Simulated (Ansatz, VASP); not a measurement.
**One calculation of Zr, two programs**

```
CELL_PARAMETERS angstrom
3.12652 0.00000 0.00000
-1.56326 2.70765 0.00000
0.00000 0.00000 10.27696
ATOMIC_POSITIONS crystal
Zr 0.00000 0.00000 0.00000
Zr 0.00000 0.00000 0.50000
Zr 0.33333 0.66667 0.25000
Zr 0.66667 0.33333 0.75000
```

Alike in both runs: functional LDA; k mesh 11 × 11 × 3; occupations fermi-dirac, width 0.1 eV; no spin polarisation.

Ansatz relaxed the structure, and its values are those at the end. VASP's run is a single point on that final structure, the one shown.

|  | VASP | Ansatz |
| --- | --- | --- |
| version | VASP 6.6.1 | Ansatz 0.2.0 |
| potentials or method | VASP PAW LDA potentials, release 64 (Zr_sv), cutoff 520 eV | plane waves (420 eV) with PAW, scalar-relativistic |
| valence electrons in the cell | 48 | 48 |

```csv
,VASP,Ansatz,Ansatz less VASP
pressure (GPa),0.1,0.0,-0.09
```

Ansatz warns that its potentials were made for another functional, while VASP's fit it. LDA's correlation is that of Perdew and Zunger in VASP and of Perdew and Wang (1992) in Ansatz.
